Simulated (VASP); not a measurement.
# Zn (Fm-3m) in VASP: further runs, part 2 of 4

VASP 6.6.1.

## Step 3: Single point, PBE

This run uses another cell than the first one, of 15.20 Å³/atom.

File INCAR:

```
  PREC = Accurate
  ENCUT = 500
  EDIFF = 1E-6
  ISMEAR = -1
  SIGMA = 0.1
  LREAL = False
  LASPH = True
  NELM = 120
  ALGO = Normal
  ISIF = 2
  LWAVE = False
  LCHARG = False
  GGA = PE
  NBANDS = 12
  GGA_COMPAT = False
```

File KPOINTS:

```
Automatic mesh
0
Gamma
  9 9 9
```

File POSCAR:

```
Zn
1.0
    0.0000000000      1.9659286026      1.9659286026
    1.9659286026      0.0000000000      1.9659286026
    1.9659286026      1.9659286026      0.0000000000
Zn
1
Direct
    0.0000000000      0.0000000000      0.0000000000
```

Potentials or basis: VASP PAW PBE potentials, release 64 (Zn).

On the command line:

```
> cat potpaw_PBE.64/Zn/POTCAR > POTCAR
> mpirun -np 1 vasp_std > vasp.out
```

OUTCAR:

```text
PREC = Accurate
   ENCUT = 500
   EDIFF = 1E-6
   ISMEAR = -1
   LREAL = False
   LASPH = True
   NELM = 120
   ISIF = 2
   GGA = PE

 ion  position               nearest neighbor table
   1  0.000  0.000  0.000-

  LATTYP: Found a face centered cubic cell.
 ALAT       =     3.9318572052

  Lattice vectors:

 A1 = (   0.0000000000,   1.9659286026,   1.9659286026)
 A2 = (   1.9659286026,   0.0000000000,   1.9659286026)
 A3 = (   1.9659286026,   1.9659286026,   0.0000000000)

Analysis of symmetry for initial positions (statically):
=====================================================================
 Subroutine PRICEL returns:
 Original cell was already a primitive cell.

 Routine SETGRP: Setting up the symmetry group for a
 face centered cubic supercell.

 Subroutine GETGRP returns: Found 48 space group operations
 (whereof 48 operations were pure point group operations)
 out of a pool of 48 trial point group operations.

The static configuration has the point symmetry O_h .

Analysis of symmetry for dynamics (positions and initial velocities):
=====================================================================
 Subroutine PRICEL returns:
 Original cell was already a primitive cell.

 Routine SETGRP: Setting up the symmetry group for a
 face centered cubic supercell.

 Subroutine GETGRP returns: Found 48 space group operations
 (whereof 48 operations were pure point group operations)
 out of a pool of 48 trial point group operations.

The dynamic configuration has the point symmetry O_h .

 Subroutine INISYM returns: Found 48 space group operations
 (whereof 48 operations are pure point group operations),
 and found     1 'primitive' translations

----------------------------------------------------------------------------------------

                                     Primitive cell

  volume of cell :      15.1961

  direct lattice vectors                    reciprocal lattice vectors
     0.000000000  1.965928603  1.965928603    -0.254332736  0.254332736  0.254332736
     1.965928603  0.000000000  1.965928603     0.254332736 -0.254332736  0.254332736
     1.965928603  1.965928603  0.000000000     0.254332736  0.254332736 -0.254332736

  length of vectors
     2.780242892  2.780242892  2.780242892     0.440517221  0.440517221  0.440517221

  position of ions in fractional coordinates (direct lattice)
     0.000000000  0.000000000  0.000000000

  ion indices of the primitive-cell ions
   primitive index   ion index
                 1           1

----------------------------------------------------------------------------------------

 KPOINTS: Automatic mesh

Automatic generation of k-mesh.
 Grid dimensions read from file:
 generate k-points for:    9    9    9

 Generating k-lattice:

  Cartesian coordinates                     Fractional coordinates (reciprocal lattice)
    -0.028259193  0.028259193  0.028259193     0.111111111  0.000000000  0.000000000
     0.028259193 -0.028259193  0.028259193     0.000000000  0.111111111  0.000000000
     0.028259193  0.028259193 -0.028259193     0.000000000  0.000000000  0.111111111

  Length of vectors
     0.048946358  0.048946358  0.048946358

  Shift w.r.t. Gamma in fractional coordinates (k-lattice)
     0.000000000  0.000000000  0.000000000

 Subroutine IBZKPT returns following result:
 ===========================================

 Found     35 irreducible k-points:

 Following reciprocal coordinates:
            Coordinates               Weight
  0.000000  0.000000  0.000000      1.000000
  0.111111  0.000000  0.000000      8.000000
  0.222222  0.000000  0.000000      8.000000
  0.333333  0.000000  0.000000      8.000000
  0.444444  0.000000  0.000000      8.000000
  0.111111  0.111111  0.000000      6.000000
[... 16 lines left out ...]
 -0.333333  0.333333  0.000000     12.000000
  0.444444  0.444444  0.000000      6.000000
 [... further k-points ...]
   k-points           NKPTS =     35   k-points in BZ     NKDIM =     35   number of bands    NBANDS=     12
   number of dos      NEDOS =    301   number of ions     NIONS =      1
   total plane-waves  NPLWV =   8000
   dimension x,y,z NGX =    20 NGY =   20 NGZ =   20
   dimension x,y,z NGXF=    40 NGYF=   40 NGZF=   40
   ions per type =               1
   NGX,Y,Z   is equivalent  to a cutoff of  11.96, 11.96, 11.96 a.u.
   NGXF,Y,Z  is equivalent  to a cutoff of  23.92, 23.92, 23.92 a.u.
 SYSTEM =  unknown system
   PREC   = accura    normal or accurate (medium, high low for compatibility)
   ISTART =      0    job   : 0-new  1-cont  2-samecut
   ICHARG =      2    charge: 1-file 2-atom 10-const
   ISPIN  =      1    spin polarized calculation?
   LNONCOLLINEAR =      F non collinear calculations
   LSORBIT =      F    spin-orbit coupling
   LASPH  =      T    aspherical Exc in radial PAW
   ENCUT  =  500.0 eV  36.75 Ry    6.06 a.u.   5.07  5.07  5.07*2*pi/ulx,y,z
   NELM   =    120;   NELMIN=  2; NELMDL= -5     # of ELM steps
   EDIFF  = 0.1E-05   stopping-criterion for ELM
   LREAL  =      F    real-space projection
   EDIFFG = 0.1E-04   stopping-criterion for IOM
   NSW    =      0    number of steps for IOM
   IBRION =     -1    ionic relax: 0-MD 1-quasi-New 2-CG
   NFREE  =      0    steps in history (QN), initial steepest desc. (CG)
   ISIF   =      2    stress and relaxation
   ISYM   =      2    0-nonsym 1-usesym 2-fastsym
   POTIM  = 0.5000    time-step for ionic-motion
   TEBEG  =    0.0;   TEEND  =   0.0 temperature during run
   PSTRESS=    0.0 pullay stress
   NELECT =      12.0000    total number of electrons
   NUPDOWN=      -1.0000    fix difference up-down
   EMIN   =  10.00;   EMAX   =-10.00  energy-range for DOS
   EFERMI =   0.00;   METHOD = LEGACY
   ISMEAR =    -1;   SIGMA  =   0.10  broadening in eV -4-tet -1-fermi 0-gaus
   EFERMI_NEDOS =   21; number of points for ismear=-14 and -15
   IALGO  =     38    algorithm
   IMIX   =      4    mixing-type and parameters
     AMIX     =   0.40;   BMIX     =  1.00
     AMIX_MAG =   1.60;   BMIX_MAG =  1.00
  volume/ion in A,a.u.               =      15.20       102.55
  Fermi-wavevector in a.u.,A,eV,Ry     =   1.513181  2.859497 31.153482  2.289716
  Thomas-Fermi vector in A             =   2.623006
   LORBIT       =      0    0 simple, 1 ext, 2 COOP (PROOUT), +10 PAW based schemes
   GGA     = PE    functional components
   LHFCALC =     F    Hartree Fock is set to
   AEXX    =    0.0000 exact exchange contribution
   IVDW    =     0    specifies the selected vdW correction
   LEPSILON=     F    determine dielectric tensor
   LRPA    =     F    only Hartree local field effects (RPA)
 non-spin polarized calculation
  energy-cutoff  :      500.00
  volume of cell :       15.20
 maximum number of plane-waves:       392
   NGX = 11   NGY = 11   NGZ = 11

 number of electron      11.9999991 magnetization

 Free energy of the ion-electron system (eV)
  ---------------------------------------------------
  ext. energy  EPLUGINS =         0.00000000
  ---------------------------------------------------
  free energy    TOTEN  =        -1.07875580 eV

  energy without entropy =       -1.06911840  energy(sigma->0) =       -1.07393710

 E-fermi :   3.0162     XC(G=0): -11.5678

 val. band max:        2.9164232410   @ k =  -0.4444   0.2222   0.0000
 cond. band min:       3.2418352304   @ k =  -0.3333   0.4444   0.2222
 fundamental gap:      0.3254119893
 Fermi energy:         3.0161962112

 k-point     1 :       0.0000    0.0000    0.0000
  band No.  band energies     occupation
      1      -7.2691      2.00000
      2      -4.5451      2.00000
      3      -4.5451      2.00000
      4      -4.5451      2.00000
      5      -4.1667      2.00000
      6      -4.1667      2.00000
      7      21.3165      0.00000
      8      21.3165      0.00000
      9      21.3165      0.00000
     10      21.9511      0.00000
     11      24.0968      0.00000
     12      24.0968      0.00000
[... 331 lines left out ...]
 k-point    24 :       0.4444    0.4444    0.0000
  band No.  band energies     occupation
      1      -5.2093      2.00000
      2      -5.1352      2.00000
      3      -3.9063      2.00000
      4      -3.8392      2.00000
      5      -3.8392      2.00000
      6       0.9293      2.00000
      7       6.1797      0.00000
      8      11.6511      0.00000
      9      11.6511      0.00000
     10      15.2252      0.00000
     11      16.3669      0.00000
     12      38.7380      0.00000

 [... further k-points ...]

------------------------ aborting loop because EDIFF is reached ----------------------------------------

  FORCE on cell =-STRESS in cart. coord.  units (eV):
  Direction    XX          YY          ZZ          XY          YZ          ZX
  --------------------------------------------------------------------------------------
  -------------------------------------------------------------------------------------
  Total        0.0374003      0.0374003      0.0374003     -0.0000000      0.0000000     -0.0000000
  in kB        3.9432382      3.9432382      3.9432382     -0.0000000      0.0000000     -0.0000000
  external PRESSURE =       3.9432382 kB  Pullay stress =       0.0000000 kB

 VOLUME and BASIS-vectors are now :
 -----------------------------------------------------------------------------
  energy-cutoff  :      500.00
  volume of cell :       15.20
      direct lattice vectors                 reciprocal lattice vectors
     0.000000000  1.965928603  1.965928603    -0.254332736  0.254332736  0.254332736
     1.965928603  0.000000000  1.965928603     0.254332736 -0.254332736  0.254332736
     1.965928603  1.965928603  0.000000000     0.254332736  0.254332736 -0.254332736

 POSITION                                       TOTAL-FORCE (eV/Angst)
 -----------------------------------------------------------------------------------
      0.00000      0.00000      0.00000        -0.000000      0.000000      0.000000
 -----------------------------------------------------------------------------------
    total drift:                                0.000000      0.000000      0.000000

  FREE ENERGIE OF THE ION-ELECTRON SYSTEM (eV)
  ---------------------------------------------------
  free  energy   TOTEN  =        -1.0787558002 eV

  energy  without entropy=       -1.0691184042  energy(sigma->0) =       -1.07393710
```

OSZICAR:

```text
N       E                     dE             d eps       ncg     rms          rms(c)
DAV:   1     0.418423096368E+02    0.41842E+02   -0.65817E+03   888   0.159E+03
DAV:   2     0.296300460270E-01   -0.41813E+02   -0.38992E+02   852   0.210E+02
DAV:   3    -0.117494641149E+01   -0.12046E+01   -0.12022E+01   988   0.356E+01
DAV:   4    -0.117751642709E+01   -0.25700E-02   -0.25699E-02   968   0.156E+00
DAV:   5    -0.117751816863E+01   -0.17415E-05   -0.17416E-05   960   0.413E-02    0.279E+00
DAV:   6    -0.108554460932E+01    0.91974E-01   -0.49353E-01  1000   0.141E+01    0.213E+00
DAV:   7    -0.108084080001E+01    0.47038E-02   -0.91068E-03   928   0.186E+00    0.108E+00
DAV:   8    -0.107874771917E+01    0.20931E-02   -0.11043E-03  1004   0.474E-01    0.364E-02
DAV:   9    -0.107875572029E+01   -0.80011E-05   -0.88196E-05  1140   0.125E-01    0.218E-02
DAV:  10    -0.107875580021E+01   -0.79920E-07   -0.53567E-06   920   0.362E-02
   1 F= -.10787558E+01 E0= -.10739371E+01  d E =-.963740E-02
```

stdout:

```text
POSCAR found type information on POSCAR Zn
 POSCAR found :  1 types and       1 ions
 scaLAPACK will be used
 LDA part: xc-table for (Slater+PW92), standard interpolation
 POSCAR, INCAR and KPOINTS ok, starting setup
 FFT: planning ... GRIDC
 FFT: planning ... GRID_SOFT
 FFT: planning ... GRID
 WAVECAR not read
 entering main loop
```

Wall time 5.3 s (1 thread of Intel Xeon Platinum 8488C (Sapphire Rapids), shared host); peak memory 0.12 GiB.

What came out:

| Property | Result |
| --- | --- |
| Free energy | -1.0788 eV |
| Pressure | 0.4 GPa |
| Band gap on the k mesh | zero (bands 6 and 7 overlap by 1.68 eV) |

## Step 4: Relaxation of cell and atoms, PBE

This run uses another cell than the first one, of 15.29 Å³/atom.

File INCAR:

```
ALGO     = Normal         # electronic algorithm
EDIFF    = 1E-7           # SCF threshold, eV
EDIFFG   = -0.02          # ionic threshold
ENCUT    = 500            # plane-wave cutoff, eV
GGA      = PE             # functional
GGA_COMPAT= F            
IBRION   = 2              # ionic algorithm
ISIF     = 3              # what is computed and relaxed
ISMEAR   = -1             # smearing method
LASPH    = T              # aspherical terms in the spheres
LCHARG   = F              # write CHGCAR
LREAL    = F              # projectors in reciprocal space
LWAVE    = F              # write WAVECAR
NELM     = 120            # most SCF steps
NELMIN   = 4            
NSW      = 80             # ionic steps
PREC     = Accurate       # precision mode
SIGMA    = 0.1            # smearing width, eV
```

File KPOINTS:

```
k-points
0
Gamma
  9 9 9
```

File POSCAR:

```
Zn
1.0
    0.0000000000      1.9700000000      1.9700000000
    1.9700000000      0.0000000000      1.9700000000
    1.9700000000      1.9700000000      0.0000000000
Zn
1
Direct
    0.0000000000      0.0000000000      0.0000000000
```

On the command line:

```
> cat potpaw_PBE.64/Zn/POTCAR > POTCAR
> mpirun -np 1 vasp_std > vasp.out
```

It took 3.5 s on 1 thread of Intel Xeon Platinum 8488C (Sapphire Rapids), shared host; peak memory 0.12 GiB.

Results (log left out):

- Free energy: -1.0788 eV
- Pressure after relaxing: -0.1 GPa
- Band gap on the k mesh: zero (bands 6 and 7 overlap by 1.69 eV)

Final structure:
```cif
data_structure
_symmetry_space_group_name_H-M 'P 1'
_symmetry_Int_Tables_number 1
_cell_length_a 2.7860
_cell_length_b 2.7860
_cell_length_c 2.7860
_cell_angle_alpha 60.000
_cell_angle_beta 60.000
_cell_angle_gamma 60.000
_cell_volume 15.29
loop_
_atom_site_label
_atom_site_type_symbol
_atom_site_fract_x
_atom_site_fract_y
_atom_site_fract_z
_atom_site_occupancy
Zn1 Zn 0.00000 0.00000 0.00000 1
```

Levels at points of the mesh, in eV from the Fermi level:
```
           k point  band 4  band 5  band 6  band 7  band 8  band 9
(0.00, 0.00, 0.00)   -7.54   -7.17   -7.17   18.22   18.22   18.22
```

Caveat: the relaxation stopped at its first step, so nothing moved.

(Continued in part 3 of 4.)
